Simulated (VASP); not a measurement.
**Ge2Sb2Se: single point with PBE**

Ge2Sb2Se:

```
Ge Sb Se
1.0
     4.13520    0.00000    0.00000
     0.00000    4.13520    0.00000
     0.00000    0.00000    8.30829
Ge Sb Se
2 2 1
Direct
  0.50000 0.50000 0.20711
  0.50000 0.50000 0.79289
  0.00000 0.00000 0.83294
  0.00000 0.00000 0.16706
  0.50000 0.50000 0.50000
```

| Item | Value |
| --- | --- |
| Program | VASP 6.6.1 |
| Task | single point |
| Functional | PBE |
| Potentials or basis | VASP PAW PBE potentials, release 64 (Ge_d, Sb, Se) |
| Cutoff | 520 eV |
| k mesh | 4 × 4 × 4 |
| Occupations | gaussian, width 0.1 eV |
| Spin | no spin polarisation |

* Pressure: 0.0 GPa
* Largest force: 0.024 eV/Å
* Band gap on the k mesh: zero (band 22 reaches 5.31 eV, above the bottom of band 23 at 2.86 eV)

Forces in eV/Å, atoms in the order of the input:
```
Ge   0.000  0.000 -0.010
Ge   0.000  0.000  0.010
Sb   0.000  0.000 -0.024
Sb   0.000  0.000  0.024
Se   0.000  0.000  0.000
```

Stress tensor (GPa, compression positive):
```
-0.05  0.00  0.00
 0.00 -0.05  0.00
 0.00  0.00  0.13
```

Levels at points of the mesh, in eV from the Fermi level:
```tsv
k point	band 20	band 21	band 22	band 23	band 24	band 25
(0.00, 0.00, 0.00)	-1.49	-1.49	-0.39	-0.39	1.41	3.15
(0.50, 0.00, 0.00)	-0.62	-0.52	0.74	0.83	0.98	1.30
(0.50, 0.50, 0.00)	-2.18	-1.95	-1.71	-1.71	0.48	3.46
(0.00, 0.00, 0.50)	-2.11	-1.57	0.15	0.15	0.97	3.27
(0.50, 0.00, 0.50)	-0.50	0.28	0.57	0.94	1.29	1.40
(0.50, 0.50, 0.50)	-3.55	-1.76	-1.22	-1.22	2.55	3.09
```

Run time: 31 s on 1 thread of Intel(R) Xeon(R) 6975P-C (Granite Rapids) (shared host), peak memory 0.28 GiB.

Caveat: the k points lie up to 0.38 Å⁻¹ apart; spin-orbit coupling is left out, which moves the levels of the heavy elements.
